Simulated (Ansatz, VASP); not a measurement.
**Two plane-wave programs on SiC**

```xyz
4
Lattice="3.0969 0.0000 0.0000 0.0000 4.3797 0.0000 0.0000 0.0000 17.5485" Properties=species:S:1:pos:R:3 pbc="T T T"
Si    0.0000    3.6611    8.4898
Si    1.5485    1.4713    9.0587
C     1.5485    2.9085    8.0397
C     0.0000    0.7186    9.5088
```

Alike in both runs: functional PBE; k mesh 8 × 6 × 1; occupations fermi-dirac, width 0.02 eV; no spin polarisation.

Ansatz relaxed the structure, and its values are those at the end. VASP's run is a single point on that final structure, the one shown.

|  | VASP | Ansatz |
| --- | --- | --- |
| version | VASP 6.6.1 | Ansatz 0.2.0 |
| potentials or method | VASP PAW PBE potentials, release 64 (Si, C) | PAW with Ansatz's default frozen-core files, scalar-relativistic |
| plane-wave cutoff (eV) | 520 | 420 |
| valence electrons in the cell | 16 | 16 |

Ansatz gave:

```
gap on the k mesh at the Fermi level (eV) : 2.43
rms of the force components (eV/Å)        : 0.001
```

Problem. Estimate VASP's values.

Solution. gap on the k mesh at the Fermi level (eV): 2.42; rms of the force components (eV/Å): 0.003.

With one functional, cell and mesh, what is left measures potentials, basis and numerics. Ansatz's warnings: stress scf threshold loose.
